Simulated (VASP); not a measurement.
# AlN (P6_3mc) in VASP: a series of runs

The runs below take AlN through single point, with PBE.

Everything below comes from runs of VASP 6.6.1. Logs are shortened: lines on timing, memory, paths and dates and some standing lists are left out, and cuts for length are marked.

**Experimental background.**

“Structural and optical properties of self-assembled AlN nanowires grown on SiO2/Si substrates by molecular beam epitaxy”, 2024, arxiv:2402.00216 quotes, for a bulk crystal of AlN at 0 K: band gap 6.0343 eV (an exciton energy, a little under the gap).

The runs below are set against these values where they give the same quantity.

### 1 The cell of the first run

Symmetry: P6_3mc, No. 186, hexagonal system. Conventional cell: a = 3.091 Å, b = 3.091 Å, c = 4.941 Å, α = 90.00°, β = 90.00°, γ = 120.00°. Al (site symmetry 3m) has 4 N at 1.88 to 1.89 Å within 2.5 Å. N (site symmetry 3m) has 4 Al at 1.88 to 1.89 Å within 2.5 Å.

### 2 Single point, PBE (10.22 Å³/atom)

File INCAR:

```
SYSTEM = AlN
PREC = Accurate ; ENCUT = 520
EDIFF = 1E-6 ; ISMEAR = 0
SIGMA = 0.05 ; LREAL = .False.
LASPH = .True. ; NELM = 80
ALGO = Normal ; ISIF = 2
LWAVE = .False. ; LCHARG = .False.
GGA = PE ; NBANDS = 16
```

File KPOINTS:

```
regular mesh
0
Gamma
  12 12 8
  0 0 0
```

File POSCAR:

```
AlN
1.0
    3.0907965010      0.0000000000      0.0000000000
   -1.5453982505      2.6767082878      0.0000000000
    0.0000000000      0.0000000000      4.9410547373
Al N
2 2
Direct
    0.3333333333      0.6666666667      0.0013837335
    0.6666666667      0.3333333333      0.5013837335
    0.3333333333      0.6666666667      0.3836162665
    0.6666666667      0.3333333333      0.8836162665
```

Potentials or basis: VASP PAW PBE potentials, release 64 (Al, N).

Run with:

```sh
$ cat potpaw_PBE.64/Al/POTCAR potpaw_PBE.64/N/POTCAR > POTCAR
$ mpirun -np 1 vasp_std > vasp.out
```

OUTCAR:

```text
SYSTEM = AlN
   PREC = Accurate
   ENCUT = 520
   EDIFF = 1E-6
   ISMEAR = 0
   LREAL = .False.
   LASPH = .True.
   NELM = 80
   ISIF = 2
   GGA = PE

 ion  position               nearest neighbor table
   1  0.333  0.667  0.001-   4 1.88   4 1.88   4 1.88   3 1.89   2 3.05   2 3.05   2 3.05   2 3.05
                             2 3.05   2 3.05
   2  0.667  0.333  0.501-   3 1.88   3 1.88   3 1.88   4 1.89   1 3.05   1 3.05   1 3.05   1 3.05
                             1 3.05   1 3.05
   3  0.333  0.667  0.384-   2 1.88   2 1.88   2 1.88   1 1.89
   4  0.667  0.333  0.884-   1 1.88   1 1.88   1 1.88   2 1.89

  LATTYP: Found a hexagonal cell.
 ALAT       =     3.0907965010
 C/A-ratio  =     1.5986347648

  Lattice vectors:

 A1 = (   3.0907965010,   0.0000000000,   0.0000000000)
 A2 = (  -1.5453982505,   2.6767082878,   0.0000000000)
 A3 = (   0.0000000000,   0.0000000000,   4.9410547373)

Analysis of symmetry for initial positions (statically):
=====================================================================
 Subroutine PRICEL returns:
 Original cell was already a primitive cell.

 Routine SETGRP: Setting up the symmetry group for a
 hexagonal supercell.

 Subroutine GETGRP returns: Found 12 space group operations
 (whereof  6 operations were pure point group operations)
 out of a pool of 24 trial point group operations.

The static configuration has the point symmetry C_3v.
 The point group associated with its full space group is C_6v.

Analysis of symmetry for dynamics (positions and initial velocities):
=====================================================================
 Subroutine PRICEL returns:
 Original cell was already a primitive cell.

 Routine SETGRP: Setting up the symmetry group for a
 hexagonal supercell.

 Subroutine GETGRP returns: Found 12 space group operations
 (whereof  6 operations were pure point group operations)
 out of a pool of 24 trial point group operations.

The dynamic configuration has the point symmetry C_3v.
 The point group associated with its full space group is C_6v.

 Subroutine INISYM returns: Found 12 space group operations
 (whereof  6 operations are pure point group operations),
 and found     1 'primitive' translations

----------------------------------------------------------------------------------------

                                     Primitive cell

  volume of cell :      40.8781

  direct lattice vectors                    reciprocal lattice vectors
     3.090796501  0.000000000  0.000000000     0.323541197  0.186796597  0.000000000
    -1.545398250  2.676708288  0.000000000     0.000000000  0.373593195  0.000000000
     0.000000000  0.000000000  4.941054737     0.000000000  0.000000000  0.202385938

  length of vectors
     3.090796501  3.090796501  4.941054737     0.373593195  0.373593195  0.202385938

  position of ions in fractional coordinates (direct lattice)
     0.333333333  0.666666667  0.001383733
     0.666666667  0.333333333  0.501383733
     0.333333333  0.666666667  0.383616266
     0.666666667  0.333333333  0.883616266

  ion indices of the primitive-cell ions
   primitive index   ion index
                 1           1
                 2           2
                 3           3
                 4           4

----------------------------------------------------------------------------------------

 KPOINTS: regular mesh

Automatic generation of k-mesh.
 Grid dimensions read from file:
 generate k-points for:   12   12    8

 Generating k-lattice:

  Cartesian coordinates                     Fractional coordinates (reciprocal lattice)
     0.026961766  0.015566383  0.000000000     0.083333333 -0.000000000  0.000000000
     0.000000000  0.031132766  0.000000000     0.000000000  0.083333333  0.000000000
     0.000000000  0.000000000  0.025298242     0.000000000  0.000000000  0.125000000

  Length of vectors
     0.031132766  0.031132766  0.025298242

  Shift w.r.t. Gamma in fractional coordinates (k-lattice)
     0.000000000  0.000000000  0.000000000

 Subroutine IBZKPT returns following result:
 ===========================================

 Found     95 irreducible k-points:

 Following reciprocal coordinates:
            Coordinates               Weight
  0.000000  0.000000  0.000000      1.000000
  0.083333  0.000000  0.000000      6.000000
  0.166667  0.000000  0.000000      6.000000
  0.250000  0.000000  0.000000      6.000000
  0.333333  0.000000  0.000000      6.000000
  0.416667 -0.000000  0.000000      6.000000
[... 16 lines left out ...]
  0.250000  0.000000  0.125000     12.000000
  0.333333  0.000000  0.125000     12.000000
 [... further k-points ...]
   k-points           NKPTS =     95   k-points in BZ     NKDIM =     95   number of bands    NBANDS=     16
   number of dos      NEDOS =    301   number of ions     NIONS =      4
   total plane-waves  NPLWV =  23040
   dimension x,y,z NGX =    24 NGY =   24 NGZ =   40
   dimension x,y,z NGXF=    48 NGYF=   48 NGZF=   80
   ions per type =               2   2
   NGX,Y,Z   is equivalent  to a cutoff of  12.91, 12.91, 13.46 a.u.
   NGXF,Y,Z  is equivalent  to a cutoff of  25.82, 25.82, 26.92 a.u.
 SYSTEM =  AlN
   PREC   = accura    normal or accurate (medium, high low for compatibility)
   ISTART =      0    job   : 0-new  1-cont  2-samecut
   ICHARG =      2    charge: 1-file 2-atom 10-const
   ISPIN  =      1    spin polarized calculation?
   LNONCOLLINEAR =      F non collinear calculations
   LSORBIT =      F    spin-orbit coupling
   LASPH  =      T    aspherical Exc in radial PAW
   ENCUT  =  520.0 eV  38.22 Ry    6.18 a.u.   5.75  5.75  9.19*2*pi/ulx,y,z
   NELM   =     80;   NELMIN=  2; NELMDL= -5     # of ELM steps
   EDIFF  = 0.1E-05   stopping-criterion for ELM
   LREAL  =      F    real-space projection
   EDIFFG = 0.1E-04   stopping-criterion for IOM
   NSW    =      0    number of steps for IOM
   IBRION =     -1    ionic relax: 0-MD 1-quasi-New 2-CG
   NFREE  =      0    steps in history (QN), initial steepest desc. (CG)
   ISIF   =      2    stress and relaxation
   ISYM   =      2    0-nonsym 1-usesym 2-fastsym
   POTIM  = 0.5000    time-step for ionic-motion
   TEBEG  =    0.0;   TEEND  =   0.0 temperature during run
   PSTRESS=    0.0 pullay stress
   NELECT =      16.0000    total number of electrons
   NUPDOWN=      -1.0000    fix difference up-down
   EMIN   =  10.00;   EMAX   =-10.00  energy-range for DOS
   EFERMI =   0.00;   METHOD = LEGACY
   ISMEAR =     0;   SIGMA  =   0.05  broadening in eV -4-tet -1-fermi 0-gaus
   EFERMI_NEDOS =   21; number of points for ismear=-14 and -15
   IALGO  =     38    algorithm
   IMIX   =      4    mixing-type and parameters
     AMIX     =   0.40;   BMIX     =  1.00
     AMIX_MAG =   1.60;   BMIX_MAG =  1.00
  volume/ion in A,a.u.               =      10.22        68.96
  Fermi-wavevector in a.u.,A,eV,Ry     =   1.197525  2.262993 19.511642  1.434065
  Thomas-Fermi vector in A             =   2.333437
   LORBIT       =      0    0 simple, 1 ext, 2 COOP (PROOUT), +10 PAW based schemes
   GGA     = PE    functional components
   LHFCALC =     F    Hartree Fock is set to
   AEXX    =    0.0000 exact exchange contribution
   IVDW    =     0    specifies the selected vdW correction
   LEPSILON=     F    determine dielectric tensor
   LRPA    =     F    only Hartree local field effects (RPA)
 non-spin polarized calculation
 Gauss-broadening in eV      SIGMA  =   0.05
  energy-cutoff  :      520.00
  volume of cell :       40.88
 maximum number of plane-waves:      1124
 NGX is ok and might be reduce to    24
   NGX = 11   NGY = 11   NGZ = 19

 number of electron      15.9999996 magnetization

 Free energy of the ion-electron system (eV)
  ---------------------------------------------------
  ext. energy  EPLUGINS =         0.00000000
  ---------------------------------------------------
  free energy    TOTEN  =       -29.73862380 eV

  energy without entropy =      -29.73862380  energy(sigma->0) =      -29.73862380

 E-fermi :   6.5735     XC(G=0): -11.0045

 val. band max:        6.3775139452   @ k =   0.0000   0.0000   0.0000
 cond. band min:      10.7638892137   @ k =   0.0000   0.0000   0.0000
 fundamental gap:      4.3863752685
 Fermi energy:         6.5734632261

 k-point     1 :       0.0000    0.0000    0.0000
  band No.  band energies     occupation
      1      -8.9562      2.00000
      2      -6.7355      2.00000
      3       0.2791      2.00000
      4       5.4776      2.00000
      5       5.4776      2.00000
      6       6.1375      2.00000
[... 8 lines left out ...]
     15      19.6980      0.00000
     16      19.7142      0.00000

 k-point     2 :       0.0833    0.0000    0.0000
  band No.  band energies     occupation
      1      -8.8655      2.00000
      2      -6.6840      2.00000
      3       0.3861      2.00000
      4       5.0618      2.00000
      5       5.3585      2.00000
      6       5.7285      2.00000
[... 8 lines left out ...]
     15      19.7677      0.00000
     16      19.7686      0.00000

 k-point     3 :       0.1667    0.0000    0.0000
  band No.  band energies     occupation
      1      -8.6011      2.00000
      2      -6.5432      2.00000
      3       0.7016      2.00000
      4       4.0462      2.00000
      5       4.8523      2.00000
      6       5.0795      2.00000
[... 8 lines left out ...]
     15      18.9392      0.00000
     16      19.2923      0.00000

 k-point     4 :       0.2500    0.0000    0.0000
  band No.  band energies     occupation
      1      -8.1887      2.00000
      2      -6.3570      2.00000
      3       1.2071      2.00000
      4       2.8579      2.00000
      5       3.8805      2.00000
      6       4.7598      2.00000
[... 8 lines left out ...]
     15      18.7057      0.00000
     16      19.8120      0.00000
[... 324 lines left out ...]
 k-point    22 :       0.1667    0.0000    0.1250
  band No.  band energies     occupation
      1      -8.5422      2.00000
      2      -6.6543      2.00000
      3       0.8795      2.00000
      4       4.0911      2.00000
      5       4.7136      2.00000
      6       5.1125      2.00000
[... 8 lines left out ...]
     15      19.0440      0.00000
     16      19.4244      0.00000

 k-point    23 :       0.2500    0.0000    0.1250
  band No.  band energies     occupation
      1      -8.1339      2.00000
      2      -6.4496      2.00000
      3       1.2940      2.00000
      4       2.9629      2.00000
      5       3.7631      2.00000
      6       4.7980      2.00000
[... 8 lines left out ...]
     15      18.8872      0.00000
     16      19.8631      0.00000

 k-point    24 :       0.3333    0.0000    0.1250
  band No.  band energies     occupation
      1      -7.6335      2.00000
      2      -6.2695      2.00000
      3       1.4607      2.00000
      4       2.2985      2.00000
      5       2.9456      2.00000
      6       4.5242      2.00000
[... 8 lines left out ...]
     15      18.9579      0.00000
     16      20.9162      0.00000

 [... further k-points ...]

------------------------ aborting loop because EDIFF is reached ----------------------------------------

  FORCE on cell =-STRESS in cart. coord.  units (eV):
  Direction    XX          YY          ZZ          XY          YZ          ZX
  --------------------------------------------------------------------------------------
  -------------------------------------------------------------------------------------
  Total        2.0982346      2.0982346      2.1346411      0.0000000      0.0000000      0.0000000
  in kB       82.2381823     82.2381823     83.6651003      0.0000000      0.0000000      0.0000000
  external PRESSURE =      82.7138216 kB  Pullay stress =       0.0000000 kB

 VOLUME and BASIS-vectors are now :
 -----------------------------------------------------------------------------
  energy-cutoff  :      520.00
  volume of cell :       40.88
      direct lattice vectors                 reciprocal lattice vectors
     3.090796501  0.000000000  0.000000000     0.323541197  0.186796597  0.000000000
    -1.545398250  2.676708288  0.000000000     0.000000000  0.373593195  0.000000000
     0.000000000  0.000000000  4.941054737     0.000000000  0.000000000  0.202385938

 POSITION                                       TOTAL-FORCE (eV/Angst)
 -----------------------------------------------------------------------------------
     -0.00000      1.78447      0.00684         0.000000     -0.000000     -0.006216
      1.54540      0.89224      2.47736        -0.000000      0.000000     -0.006216
     -0.00000      1.78447      1.89547        -0.000000      0.000000      0.006216
      1.54540      0.89224      4.36600         0.000000     -0.000000      0.006216
 -----------------------------------------------------------------------------------
    total drift:                               -0.000000      0.000000     -0.000739

  FREE ENERGIE OF THE ION-ELECTRON SYSTEM (eV)
  ---------------------------------------------------
  free  energy   TOTEN  =       -29.7386238049 eV

  energy  without entropy=      -29.7386238049  energy(sigma->0) =      -29.73862380
```

Wall time 61 s (1 thread of Intel Xeon 8259CL, shared host); peak memory 0.19 GiB.

What came out:

```yaml
Free_energy: -29.7386 eV
Pressure: 8.3 GPa
Largest_force: 0.006 eV/Å
Band_gap_on_the_k_mesh: 4.39 eV
```

Forces on the atoms (eV/Å):
```
Al   0.000  0.000 -0.006
Al   0.000  0.000 -0.006
N    0.000  0.000  0.006
N    0.000  0.000  0.006
```

Levels at points of the mesh, in eV from the valence-band top:
| k point | band 4 | band 5 | band 6 | band 7 | band 8 | band 9 | band 10 | band 11 | band 12 | band 13 |
| --- | --- | --- | --- | --- | --- | --- | --- | --- | --- | --- |
| (0.00, 0.00, 0.00) | -0.90 | -0.90 | -0.24 | -0.24 | 0.00 | 4.39 | 6.82 | 10.79 | 11.28 | 11.28 |
| (0.50, 0.00, 0.00) | -4.23 | -3.41 | -2.14 | -1.82 | -0.72 | 5.85 | 5.87 | 8.36 | 10.42 | 11.02 |
| (0.00, 0.00, 0.50) | -3.37 | -0.58 | -0.58 | -0.58 | -0.58 | 6.64 | 6.64 | 10.49 | 10.49 | 11.60 |
| (0.50, 0.00, 0.50) | -5.70 | -1.51 | -1.51 | -1.39 | -1.39 | 5.38 | 5.38 | 9.38 | 9.38 | 12.06 |

Caveat: the cell stands under pressure.

### 3 Single point, PBE (10.43 Å³/atom)

This run uses another cell than the first one, of 10.43 Å³/atom.

File INCAR:

```
  PREC = Accurate
  ENCUT = 520
  EDIFF = 1E-7
  ISMEAR = 0
  SIGMA = 0.05
  LREAL = F
  LASPH = T
  NELM = 60
  ALGO = Normal
  ISIF = 2
  LWAVE = F
  LCHARG = F
  GGA = PE
  NBANDS = 16
```

File KPOINTS:

```
Automatic mesh
0
Gamma
  12 12 8
```

File POSCAR:

```
AlN
1.0
    3.1101990211      0.0000000000      0.0000000000
   -1.5550995105      2.6935113631      0.0000000000
    0.0000000000      0.0000000000      4.9812572505
Al N
2 2
Direct
    0.3333333333      0.6666666667      0.0016257142
    0.6666666667      0.3333333333      0.5016257142
    0.3333333333      0.6666666667      0.3833742858
    0.6666666667      0.3333333333      0.8833742858
```

Potentials or basis: VASP PAW PBE potentials, release 64 (Al, N).

Run with:

```sh
$ cat potpaw_PBE.64/Al/POTCAR potpaw_PBE.64/N/POTCAR > POTCAR
$ mpirun -np 1 vasp_std > vasp.out
```

It took 81 s on 1 thread of Intel Xeon 8259CL, shared host; peak memory 0.19 GiB.

It converged, with:

```yaml
Free_energy: -29.7709 eV
Pressure: 3.8 GPa
Largest_force: 0.005 eV/Å
Band_gap_on_the_k_mesh: 4.21 eV
```

Forces in eV/Å, atoms in the order of the input:
```
Al   0.000  0.000 -0.005
Al   0.000  0.000 -0.005
N    0.000  0.000  0.005
N    0.000  0.000  0.005
```

Levels at points of the mesh, in eV from the valence-band top:
| k point | band 5 | band 6 | band 7 | band 8 | band 9 | band 10 | band 11 | band 12 |
| --- | --- | --- | --- | --- | --- | --- | --- | --- |
| (0.00, 0.00, 0.00) | -0.87 | -0.22 | -0.22 | 0.00 | 4.21 | 6.67 | 10.62 | 11.16 |
| (0.50, 0.00, 0.00) | -3.35 | -2.09 | -1.78 | -0.69 | 5.81 | 5.82 | 8.19 | 10.28 |
| (0.00, 0.00, 0.50) | -0.55 | -0.55 | -0.55 | -0.55 | 6.48 | 6.48 | 10.33 | 10.33 |
| (0.50, 0.00, 0.50) | -1.47 | -1.47 | -1.37 | -1.37 | 5.31 | 5.31 | 9.26 | 9.26 |

Caveat: the cell stands under pressure. A k mesh can miss the band edges.

(Part 1 of 2 ends here.)
